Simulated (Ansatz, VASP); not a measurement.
SnO2: VASP beside Ansatz

INCAR

```
SYSTEM = SnO2
  PREC = Accurate
  ENCUT = 520
  EDIFF = 1E-6
  ISMEAR = -1
  SIGMA = 0.05
  LREAL = .False.
  LASPH = .True.
  NELM = 80
  ALGO = Normal
  ISIF = 2
  LWAVE = .False.
  LCHARG = .False.
  GGA = PS
  NBANDS = 20
```

Contents of KPOINTS:

```
Automatic mesh
0
Gamma
  10 10 10
  0 0 0
```

File POSCAR:

```
SnO2
1.0
    1.6383730560      0.9459151249      4.8637655204
   -1.6383730560      0.9459151249      4.8637655204
    0.0000000000     -1.8918302499      4.8637655204
Sn O
1 2
Direct
    0.5000000000      0.5000000000      0.5000000000
    0.7628300000      0.7628300000      0.7628300000
    0.2371700000      0.2371700000      0.2371700000
```

The input input.yaml:

```yaml
crystal:
  lattice:
    - [1.638373056, 0.9459151249, 4.8637655204]
    - [-1.638373056, 0.9459151249, 4.8637655204]
    - [0.0, -1.8918302499, 4.8637655204]
  atoms:
    - { symbol: Sn, position: [0.5, 0.5, 0.5] }
    - { symbol: O, position: [0.76283, 0.76283, 0.76283] }
    - { symbol: O, position: [0.23717, 0.23717, 0.23717] }
kpoints:
  mp_grid: { grid: [10, 10, 10] }
scf:
  occupations: { method: fermi_dirac, width: 0.05 }
hamiltonian:
  xc: pbesol
  pseudopotentials: { kind: all_electron, lapw: { basis_error: 0.002 } }
output:
  forces: true
  stress: true
  eigenvalues: true
```

Change from the starting cell: volume scaled by 1.04.

Alike in both runs: task single point; functional PBEsol; k mesh 10 × 10 × 10; occupations fermi-dirac, width 0.05 eV; no spin polarisation.

```csv
,VASP,Ansatz
version,VASP 6.6.1,Ansatz 0.2.0
potentials or method,"VASP PAW PBE potentials, release 64 (Sn_d, O), cutoff 520 eV","all-electron LAPW, scalar-relativistic"
```

Ansatz gave:

- gap on the k mesh at the Fermi level (eV): 1.64
- least direct gap on the mesh (eV): 1.73
- pressure (GPa): -9.8
- traceless stress, the component that is largest in VASP (GPa): 3.35
- rms of the force components (eV/Å): 0.360

Q: What did VASP give for the same quantities?

A: gap on the k mesh at the Fermi level (eV): 1.62; least direct gap on the mesh (eV): 1.71; pressure (GPa): -9.4; traceless stress, the component that is largest in VASP (GPa): 3.01; rms of the force components (eV/Å): 0.338.

VASP's potentials were made for PBE, not for PBEsol. Atom by atom the forces differ by 0.022 eV/Å (rms over components). Ansatz ran all-electron here, and VASP with PAW potentials.
